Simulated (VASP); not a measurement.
# InSb (F-43m) in VASP: a series of runs

InSb is run at these levels: PBE; tasks: single point, relaxation of cell and atoms.

Everything below comes from runs of VASP 6.6.1. Logs are shortened: lines on timing, memory, paths and dates and some standing lists are left out, and cuts for length are marked.

## 1. The cell of the first run

The structure is cubic, space group F-43m (No. 216). The conventional cell has a = 6.637 Å, b = 6.637 Å, c = 6.637 Å, α = 90.00°, β = 90.00°, γ = 90.00°. In (site symmetry -43m) has 4 Sb at 2.87 Å within 3.8 Å. Sb (site symmetry -43m) has 4 In at 2.87 Å within 3.8 Å.

## 2. Single point, PBE

The input, INCAR:

```
PREC     = Accurate       # precision mode
ENCUT    = 520            # plane-wave cutoff, eV
EDIFF    = 1E-7           # SCF threshold, eV
ISMEAR   = 0              # smearing method
SIGMA    = 0.1            # smearing width, eV
LREAL    = F              # projectors in reciprocal space
LASPH    = T              # aspherical terms in the spheres
NELM     = 80             # most SCF steps
ALGO     = Normal         # electronic algorithm
ISIF     = 2              # what is computed and relaxed
LWAVE    = F              # write WAVECAR
LCHARG   = T              # write CHGCAR
GGA      = PE             # functional
LELF     = T              # ELF
LVHAR    = T            
NBANDS   = 16             # bands
```

The input, KPOINTS:

```
regular mesh
0
Gamma
  12 12 12
```

The input, POSCAR:

```
InSb
1.0
    0.0000000000      3.3186538815      3.3186538815
    3.3186538815      0.0000000000      3.3186538815
    3.3186538815      3.3186538815      0.0000000000
In Sb
1 1
Direct
    0.0000000000      0.0000000000      0.0000000000
    0.2500000000      0.2500000000      0.2500000000
```

Potentials or basis: VASP PAW PBE potentials, release 64 (In_d, Sb).

Run with:

```console
cat potpaw_PBE.64/In_d/POTCAR potpaw_PBE.64/Sb/POTCAR > POTCAR
mpirun -np 1 vasp_std > vasp.out
```

OUTCAR:

```text
PREC = Accurate
   ENCUT = 520
   EDIFF = 1E-7
   ISMEAR = 0
   LREAL = F
   LASPH = T
   NELM = 80
   ISIF = 2
   GGA = PE

 ion  position               nearest neighbor table
   1  0.000  0.000  0.000-   2 2.87   2 2.87   2 2.87   2 2.87
   2  0.250  0.250  0.250-   1 2.87   1 2.87   1 2.87   1 2.87

  LATTYP: Found a face centered cubic cell.
 ALAT       =     6.6373077630

  Lattice vectors:

 A1 = (   0.0000000000,   3.3186538815,   3.3186538815)
 A2 = (   3.3186538815,   0.0000000000,   3.3186538815)
 A3 = (   3.3186538815,   3.3186538815,   0.0000000000)

Analysis of symmetry for initial positions (statically):
=====================================================================
 Subroutine PRICEL returns:
 Original cell was already a primitive cell.

 Routine SETGRP: Setting up the symmetry group for a
 face centered cubic supercell.

 Subroutine GETGRP returns: Found 24 space group operations
 (whereof 24 operations were pure point group operations)
 out of a pool of 48 trial point group operations.

The static configuration has the point symmetry T_d .

Analysis of symmetry for dynamics (positions and initial velocities):
=====================================================================
 Subroutine PRICEL returns:
 Original cell was already a primitive cell.

 Routine SETGRP: Setting up the symmetry group for a
 face centered cubic supercell.

 Subroutine GETGRP returns: Found 24 space group operations
 (whereof 24 operations were pure point group operations)
 out of a pool of 48 trial point group operations.

The dynamic configuration has the point symmetry T_d .

 Subroutine INISYM returns: Found 24 space group operations
 (whereof 24 operations are pure point group operations),
 and found     1 'primitive' translations

----------------------------------------------------------------------------------------

                                     Primitive cell

  volume of cell :      73.0997

  direct lattice vectors                    reciprocal lattice vectors
     0.000000000  3.318653881  3.318653881    -0.150663497  0.150663497  0.150663497
     3.318653881  0.000000000  3.318653881     0.150663497 -0.150663497  0.150663497
     3.318653881  3.318653881  0.000000000     0.150663497  0.150663497 -0.150663497

  length of vectors
     4.693285328  4.693285328  4.693285328     0.260956832  0.260956832  0.260956832

  position of ions in fractional coordinates (direct lattice)
     0.000000000  0.000000000  0.000000000
     0.250000000  0.250000000  0.250000000

  ion indices of the primitive-cell ions
   primitive index   ion index
                 1           1
                 2           2

----------------------------------------------------------------------------------------

 KPOINTS: regular mesh

Automatic generation of k-mesh.
 Grid dimensions read from file:
 generate k-points for:   12   12   12

 Generating k-lattice:

  Cartesian coordinates                     Fractional coordinates (reciprocal lattice)
    -0.012555291  0.012555291  0.012555291     0.083333333  0.000000000  0.000000000
     0.012555291 -0.012555291  0.012555291     0.000000000  0.083333333  0.000000000
     0.012555291  0.012555291 -0.012555291     0.000000000  0.000000000  0.083333333

  Length of vectors
     0.021746403  0.021746403  0.021746403

  Shift w.r.t. Gamma in fractional coordinates (k-lattice)
     0.000000000  0.000000000  0.000000000

 Subroutine IBZKPT returns following result:
 ===========================================

 Found     72 irreducible k-points:

 Following reciprocal coordinates:
            Coordinates               Weight
  0.000000  0.000000  0.000000      1.000000
  0.083333  0.000000  0.000000      8.000000
  0.166667  0.000000  0.000000      8.000000
  0.250000  0.000000  0.000000      8.000000
  0.333333  0.000000  0.000000      8.000000
  0.416667  0.000000  0.000000      8.000000
[... 16 lines left out ...]
  0.500000  0.166667  0.000000     24.000000
 -0.416667  0.166667  0.000000     24.000000
 [... further k-points ...]
   k-points           NKPTS =     72   k-points in BZ     NKDIM =     72   number of bands    NBANDS=     16
   number of dos      NEDOS =    301   number of ions     NIONS =      2
   total plane-waves  NPLWV =  46656
   dimension x,y,z NGX =    36 NGY =   36 NGZ =   36
   dimension x,y,z NGXF=    72 NGYF=   72 NGZF=   72
   ions per type =               1   1
   NGX,Y,Z   is equivalent  to a cutoff of  12.75, 12.75, 12.75 a.u.
   NGXF,Y,Z  is equivalent  to a cutoff of  25.50, 25.50, 25.50 a.u.
 SYSTEM =  unknown system
   PREC   = accura    normal or accurate (medium, high low for compatibility)
   ISTART =      0    job   : 0-new  1-cont  2-samecut
   ICHARG =      2    charge: 1-file 2-atom 10-const
   ISPIN  =      1    spin polarized calculation?
   LNONCOLLINEAR =      F non collinear calculations
   LSORBIT =      F    spin-orbit coupling
   LASPH  =      T    aspherical Exc in radial PAW
   ENCUT  =  520.0 eV  38.22 Ry    6.18 a.u.   8.73  8.73  8.73*2*pi/ulx,y,z
   NELM   =     80;   NELMIN=  2; NELMDL= -5     # of ELM steps
   EDIFF  = 0.1E-06   stopping-criterion for ELM
   LREAL  =      F    real-space projection
   EDIFFG = 0.1E-05   stopping-criterion for IOM
   NSW    =      0    number of steps for IOM
   IBRION =     -1    ionic relax: 0-MD 1-quasi-New 2-CG
   NFREE  =      0    steps in history (QN), initial steepest desc. (CG)
   ISIF   =      2    stress and relaxation
   ISYM   =      2    0-nonsym 1-usesym 2-fastsym
   POTIM  = 0.5000    time-step for ionic-motion
   TEBEG  =    0.0;   TEEND  =   0.0 temperature during run
   PSTRESS=    0.0 pullay stress
   NELECT =      18.0000    total number of electrons
   NUPDOWN=      -1.0000    fix difference up-down
   EMIN   =  10.00;   EMAX   =-10.00  energy-range for DOS
   EFERMI =   0.00;   METHOD = LEGACY
   ISMEAR =     0;   SIGMA  =   0.10  broadening in eV -4-tet -1-fermi 0-gaus
   EFERMI_NEDOS =   21; number of points for ismear=-14 and -15
   IALGO  =     38    algorithm
   IMIX   =      4    mixing-type and parameters
     AMIX     =   0.40;   BMIX     =  1.00
     AMIX_MAG =   1.60;   BMIX_MAG =  1.00
  volume/ion in A,a.u.               =      36.55       246.65
  Fermi-wavevector in a.u.,A,eV,Ry     =   1.026109  1.939066 14.325584  1.052901
  Thomas-Fermi vector in A             =   2.159985
   LORBIT       =      0    0 simple, 1 ext, 2 COOP (PROOUT), +10 PAW based schemes
   GGA     = PE    functional components
   LHFCALC =     F    Hartree Fock is set to
   AEXX    =    0.0000 exact exchange contribution
   IVDW    =     0    specifies the selected vdW correction
   LEPSILON=     F    determine dielectric tensor
   LRPA    =     F    only Hartree local field effects (RPA)
 non-spin polarized calculation
 Gauss-broadening in eV      SIGMA  =   0.10
  energy-cutoff  :      520.00
  volume of cell :       73.10
 maximum number of plane-waves:      1996
   NGX = 17   NGY = 17   NGZ = 17

 number of electron      18.0000008 magnetization

 Free energy of the ion-electron system (eV)
  ---------------------------------------------------
  ext. energy  EPLUGINS =         0.00000000
  ---------------------------------------------------
  free energy    TOTEN  =        -6.95317178 eV

  energy without entropy =       -6.95301748  energy(sigma->0) =       -6.95309463

 E-fermi :   4.4306     XC(G=0):  -8.3792

 val. band max:        4.3690920422   @ k =   0.0000   0.0000   0.0000
 cond. band min:       4.7865186166   @ k =   0.5000   0.0000   0.0000
 fundamental gap:      0.4174265743
 Fermi energy:         4.4306340229

 k-point     1 :       0.0000    0.0000    0.0000
  band No.  band energies     occupation
      1     -10.0972      2.00000
      2     -10.0972      2.00000
      3     -10.0972      2.00000
      4     -10.0306      2.00000
      5     -10.0306      2.00000
      6      -5.9115      2.00000
[... 8 lines left out ...]
     15      12.5035      0.00000
     16      12.5035      0.00000

 k-point     2 :       0.0833    0.0000    0.0000
  band No.  band energies     occupation
      1     -10.0996      2.00000
      2     -10.0961      2.00000
      3     -10.0961      2.00000
      4     -10.0307      2.00000
      5     -10.0307      2.00000
      6      -5.8547      2.00000
[... 8 lines left out ...]
     15      12.0447      0.00000
     16      12.0447      0.00000

 k-point     3 :       0.1667    0.0000    0.0000
  band No.  band energies     occupation
      1     -10.1059      2.00000
      2     -10.0931      2.00000
      3     -10.0931      2.00000
      4     -10.0308      2.00000
      5     -10.0308      2.00000
      6      -5.6891      2.00000
[... 8 lines left out ...]
     15      11.6375      0.00000
     16      11.6375      0.00000

 k-point     4 :       0.2500    0.0000    0.0000
  band No.  band energies     occupation
      1     -10.1146      2.00000
      2     -10.0893      2.00000
      3     -10.0893      2.00000
      4     -10.0306      2.00000
      5     -10.0306      2.00000
      6      -5.4318      2.00000
[... 8 lines left out ...]
     15      11.6004      0.00000
     16      11.6004      0.00000

 k-point     5 :       0.3333    0.0000    0.0000
  band No.  band energies     occupation
      1     -10.1233      2.00000
      2     -10.0858      2.00000
      3     -10.0858      2.00000
      4     -10.0301      2.00000
      5     -10.0301      2.00000
      6      -5.1222      2.00000
[... 8 lines left out ...]
     15      12.0030      0.00000
     16      12.0030      0.00000

 k-point     6 :       0.4167    0.0000    0.0000
  band No.  band energies     occupation
      1     -10.1295      2.00000
      2     -10.0836      2.00000
      3     -10.0836      2.00000
      4     -10.0294      2.00000
      5     -10.0294      2.00000
      6      -4.8416      2.00000
[... 8 lines left out ...]
     15      12.7456      0.00000
     16      12.7456      0.00000
[... 267 lines left out ...]
 k-point    21 :       0.3333    0.1667    0.0000
  band No.  band energies     occupation
      1     -10.1279      2.00000
      2     -10.0826      2.00000
      3     -10.0813      2.00000
      4     -10.0352      2.00000
      5     -10.0275      2.00000
      6      -5.1484      2.00000
[... 8 lines left out ...]
     15      12.5670      0.00000
     16      12.9026      0.00000

 k-point    22 :       0.4167    0.1667    0.0000
  band No.  band energies     occupation
      1     -10.1335      2.00000
      2     -10.0807      2.00000
      3     -10.0787      2.00000
      4     -10.0346      2.00000
      5     -10.0275      2.00000
      6      -4.8497      2.00000
[... 8 lines left out ...]
     15      12.7286      0.00000
     16      13.4207      0.00000

 k-point    23 :       0.5000    0.1667    0.0000
  band No.  band energies     occupation
      1     -10.1365      2.00000
      2     -10.0798      2.00000
      3     -10.0777      2.00000
      4     -10.0331      2.00000
      5     -10.0281      2.00000
      6      -4.6209      2.00000
[... 8 lines left out ...]
     15      13.1131      0.00000
     16      13.4454      0.00000

 k-point    24 :      -0.4167    0.1667    0.0000
  band No.  band energies     occupation
      1     -10.1361      2.00000
      2     -10.0798      2.00000
      3     -10.0784      2.00000
      4     -10.0315      2.00000
      5     -10.0295      2.00000
      6      -4.5856      2.00000
[... 8 lines left out ...]
     15      12.4724      0.00000
     16      12.7927      0.00000

 [... further k-points ...]
[... 5 lines left out ...]
  --------------------------------------------------------------------------------------
  -------------------------------------------------------------------------------------
  Total       -0.0268281     -0.0268281     -0.0268281     -0.0000000      0.0000000     -0.0000000
  in kB       -0.5880103     -0.5880103     -0.5880103     -0.0000000      0.0000000     -0.0000000
  external PRESSURE =      -0.5880103 kB  Pullay stress =       0.0000000 kB

 VOLUME and BASIS-vectors are now :
 -----------------------------------------------------------------------------
  energy-cutoff  :      520.00
  volume of cell :       73.10
      direct lattice vectors                 reciprocal lattice vectors
     0.000000000  3.318653881  3.318653881    -0.150663497  0.150663497  0.150663497
     3.318653881  0.000000000  3.318653881     0.150663497 -0.150663497  0.150663497
     3.318653881  3.318653881  0.000000000     0.150663497  0.150663497 -0.150663497

 POSITION                                       TOTAL-FORCE (eV/Angst)
 -----------------------------------------------------------------------------------
      0.00000      0.00000      0.00000        -0.000000     -0.000000      0.000000
      1.65933      1.65933      1.65933         0.000000      0.000000     -0.000000
 -----------------------------------------------------------------------------------
    total drift:                               -0.000000     -0.000000     -0.000000

  FREE ENERGIE OF THE ION-ELECTRON SYSTEM (eV)
  ---------------------------------------------------
  free  energy   TOTEN  =        -6.9531717824 eV

  energy  without entropy=       -6.9530174772  energy(sigma->0) =       -6.95309463
```

It took 82 s on 1 thread of Intel Xeon Platinum 8259CL at 2.50GHz (Skylake/Cascade Lake), shared host; peak memory 0.25 GiB.

Results:

- Free energy: -6.9532 eV
- Pressure: -0.1 GPa
- Band gap on the k mesh: zero (filled and empty bands touch)

Caveat: semilocal functionals underestimate gaps, so a narrow gap can read as zero; spin-orbit coupling is left out, which moves the levels of the heavy elements.

## 3. Relaxation of cell and atoms, PBE

This run uses another cell than the first one, of 35.31 Å³/atom.

The input, INCAR:

```
SYSTEM = InSb
ALGO = Normal
EDIFF = 1E-7
EDIFFG = -0.005
ENCUT = 600
GGA = PE
IBRION = 2
ISIF = 3
ISMEAR = 0
LASPH = .TRUE.
LCHARG = .FALSE.
LREAL = .FALSE.
LWAVE = .FALSE.
NELM = 100
NSW = 100
PREC = Accurate
SIGMA = 0.1
```

The input, KPOINTS:

```
k-points
0
G
  12 12 12
  0 0 0
```

The input, POSCAR:

```
InSb
1.0
    0.0000000000      3.2806402014      3.2806402014
    3.2806402014      0.0000000000      3.2806402014
    3.2806402014      3.2806402014      0.0000000000
In Sb
1 1
Direct
    0.0000000000      0.0000000000      0.0000000000
    0.2500000000      0.2500000000      0.2500000000
```

Potentials or basis: VASP PAW PBE potentials, release 64 (In_d, Sb).

Run with:

```console
cat potpaw_PBE.64/In_d/POTCAR potpaw_PBE.64/Sb/POTCAR > POTCAR
mpirun -np 1 vasp_std > vasp.out
```

OUTCAR:

```text
SYSTEM = InSb
   EDIFF = 1E-7
   EDIFFG = -0.005
   ENCUT = 600
   GGA = PE
   IBRION = 2
   ISIF = 3
   ISMEAR = 0
   LASPH = .TRUE.
   LREAL = .FALSE.
   NELM = 100
   NSW = 100
   PREC = Accurate

 ion  position               nearest neighbor table
   1  0.000  0.000  0.000-   2 2.84   2 2.84   2 2.84   2 2.84
   2  0.250  0.250  0.250-   1 2.84   1 2.84   1 2.84   1 2.84

  LATTYP: Found a face centered cubic cell.
 ALAT       =     6.5612804028

  Lattice vectors:

 A1 = (   0.0000000000,   3.2806402014,   3.2806402014)
 A2 = (   3.2806402014,   0.0000000000,   3.2806402014)
 A3 = (   3.2806402014,   3.2806402014,   0.0000000000)

Analysis of symmetry for initial positions (statically):
=====================================================================
 Subroutine PRICEL returns:
 Original cell was already a primitive cell.

[... 259 lines left out ...]

 k-point     1 :       0.0000    0.0000    0.0000
  band No.  band energies     occupation
      1     -10.0856      2.00000
      2     -10.0856      2.00000
      3     -10.0856      2.00000
      4     -10.0187      2.00000
      5     -10.0187      2.00000
      6      -5.9057      2.00000
      7       3.7952      2.00000
      8       4.3832      1.61488
      9       4.3832      1.61488
     10       4.3832      1.61488
     11       7.3489      0.00000
     12       7.3489      0.00000
     13       7.3489      0.00000
[... 354 lines left out ...]
  band No.  band energies     occupation
      1     -10.1248      2.00000
      2     -10.0681      2.00000
      3     -10.0668      2.00000
      4     -10.0196      2.00000
      5     -10.0176      2.00000
      6      -4.5761      2.00000
      7      -0.8812      2.00000
      8       2.2310      2.00000
      9       3.2399      2.00000
     10       5.9808      0.00000
     11       8.0652      0.00000
     12       8.8170      0.00000
     13      10.5292      0.00000

 [... further k-points ...]
[... 5 lines left out ...]
  --------------------------------------------------------------------------------------
  -------------------------------------------------------------------------------------
  Total        0.0039347      0.0039347      0.0039347      0.0000000      0.0000000      0.0000000
  in kB        0.0863637      0.0863637      0.0863637      0.0000000      0.0000000      0.0000000
  external PRESSURE =       0.0863637 kB  Pullay stress =       0.0000000 kB
[... 17 lines left out ...]
  FREE ENERGIE OF THE ION-ELECTRON SYSTEM (eV)
  ---------------------------------------------------
  free  energy   TOTEN  =        -6.9530152758 eV

  energy  without entropy=       -6.9528611296  energy(sigma->0) =       -6.95293820

 reached required accuracy - stopping structural energy minimisation
```

Wall time 3.3 min (1 thread of Intel Xeon Platinum 8259CL at 2.50GHz (Skylake/Cascade Lake), shared host); peak memory 0.3 GiB.

What came out:

```yaml
Free_energy: -6.9530 eV
Relaxed_volume: 36.50 Å³/atom
Relaxed_cell: a = 4.691 Å, b = 4.691 Å, c = 4.691 Å, α = 60.00°, β = 60.00°, γ = 60.00°
Space_group_after_relaxing_to_0.1_Å: F-43m (No. 216)
Energy_gained_by_relaxing: 4.8 meV/atom
Ionic_steps: 3
Pressure_after_relaxing: 0.0 GPa
Band_gap_on_the_k_mesh: zero (filled and empty bands touch)
```

The path:
| step | energy change (eV) | largest force (eV/Å) | pressure (GPa) | volume (Å³) |
| --- | --- | --- | --- | --- |
| 1 | 0.0000 | 0.0000 | 1.33 | 70.62 |
| 2 | -0.0089 | 0.0000 | -0.33 | 73.66 |
| 3 | -0.0096 | 0.0000 | 0.01 | 72.99 |

Final structure:
```
CELL_PARAMETERS angstrom
0.00000 3.31705 3.31705
3.31705 0.00000 3.31705
3.31705 3.31705 0.00000
ATOMIC_POSITIONS crystal
In 0.00000 0.00000 0.00000
Sb 0.25000 0.25000 0.25000
```

Levels at points of the mesh, in eV from the Fermi level:
| k point | band 7 | band 8 | band 9 | band 10 | band 11 | band 12 |
| --- | --- | --- | --- | --- | --- | --- |
| (0.00, 0.00, 0.00) | -0.65 | -0.06 | -0.06 | -0.06 | 2.90 | 2.90 |
| (0.50, 0.00, 0.00) | -5.37 | -0.96 | -0.96 | 0.36 | 3.74 | 3.74 |
| (0.50, 0.50, 0.00) | -5.68 | -2.10 | -2.10 | 1.30 | 1.41 | 7.67 |

Caveat: semilocal functionals underestimate gaps, so a narrow gap can read as zero; spin-orbit coupling is left out, which moves the levels of the heavy elements.
